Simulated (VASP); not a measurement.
A run of VASP 6.6.1 is set up as follows.

File POSCAR:

```
RbBr
1.0
    4.0849962150      0.0000000000      0.0000000000
    0.0000000000      4.0849962150      0.0000000000
    0.0000000000      0.0000000000      4.1279266522
Rb Br
1 1
Direct
    0.0000000000      0.0000000000      0.0000000000
    0.5000000000      0.5000000000      0.5000000000
```

INCAR.step1

```
SYSTEM = RbBr
ALGO     = Normal         ! electronic algorithm
EDIFF    = 1E-5           ! SCF threshold, eV
ENCUT    = 520            ! plane-wave cutoff, eV
GGA      = PE             ! functional
ISIF     = 2              ! what is computed and relaxed
ISMEAR   = 0              ! smearing method
LASPH    = .True.         ! aspherical terms in the spheres
LCHARG   = .False.        ! write CHGCAR
LREAL    = .False.        ! projectors in reciprocal space
LWAVE    = .True.         ! write WAVECAR
NBANDS   = 15             ! bands
NELM     = 100            ! most SCF steps
PREC     = Accurate       ! precision mode
SIGMA    = 0.01           ! smearing width, eV
```

INCAR.step2

```
SYSTEM = RbBr
ALGO     = Normal         ! electronic algorithm
EDIFF    = 1E-7           ! SCF threshold, eV
ENCUT    = 520            ! plane-wave cutoff, eV
GGA      = PE             ! functional
HFSCREEN = 0.2079         ! screening, 1/A
ISIF     = 2              ! what is computed and relaxed
ISMEAR   = 0              ! smearing method
ISTART   = 1            
LASPH    = .True.         ! aspherical terms in the spheres
LCHARG   = .False.        ! write CHGCAR
LHFCALC  = .True.         ! exact exchange
LREAL    = .False.        ! projectors in reciprocal space
LWAVE    = .False.        ! write WAVECAR
NBANDS   = 15             ! bands
NELM     = 100            ! most SCF steps
PREC     = Accurate       ! precision mode
PRECFOCK = Normal       
SIGMA    = 0.01           ! smearing width, eV
```

KPOINTS

```
k-points
0
Gamma
  4 4 4
  0 0 0
```

Potentials or basis: VASP PAW PBE potentials, release 64 (Rb_sv, Br).

Launch:

```bash
$ cat potpaw_PBE.64/Rb_sv/POTCAR potpaw_PBE.64/Br/POTCAR > POTCAR
$ cp INCAR.step1 INCAR
$ mpirun -np 1 vasp_std > vasp.out
$ cp INCAR.step2 INCAR
$ mpirun -np 1 vasp_std > vasp.out
```

Task: What does it give for the pressure?

Result: 0.8 GPa.

Task: What does it give for the band gap on the k mesh?

Result: 5.32 eV (least direct gap 5.48 eV).

Stress tensor (GPa, compression positive):
```
0.94 0.00 0.00
0.00 0.94 0.00
0.00 0.00 0.61
```

Caveat: the cell differs from its parent crystal (biaxial xy strain -1.0%); the structure was generated, so it needn't be the stable form of RbBr; the PAW data sets were made with another functional, which shifts forces and pressure a little. A k mesh can miss the band edges.
